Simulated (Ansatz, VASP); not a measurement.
# Two plane-wave programs on W

```
W
1.0
    -1.56794    1.56794    1.56794
     1.56794   -1.56794    1.56794
     1.56794    1.56794   -1.56794
W
1
Direct
  0.00000 0.00000 0.00000
```

Alike in both runs: functional LDA; k mesh 18 × 18 × 18; occupations gaussian, width 0.1 eV; no spin polarisation.

Ansatz relaxed the structure, and its values are those at the end. VASP's run is a single point on that final structure, the one shown.

```csv
,VASP,Ansatz
version,VASP 6.6.1,Ansatz 0.2.0
potentials or method,"VASP PAW LDA potentials, release 64 (W_sv), cutoff 520 eV","scalar-relativistic, plane waves, PAW"
valence electrons in the cell,14,14
```

Ansatz gave:

| Property | Result |
| --- | --- |
| gap on the k mesh at the Fermi level (eV) | none |
| pressure (GPa) | 0.0 |

Question: Estimate VASP's values.

Answer: gap on the k mesh at the Fermi level (eV): none; pressure (GPa): 2.0.

LDA's correlation is that of Perdew and Zunger in VASP and of Perdew and Wang (1992) in Ansatz. A gap of «none» marks a metal or a gap that the smearing closes.

Neither program's run includes spin-orbit coupling.
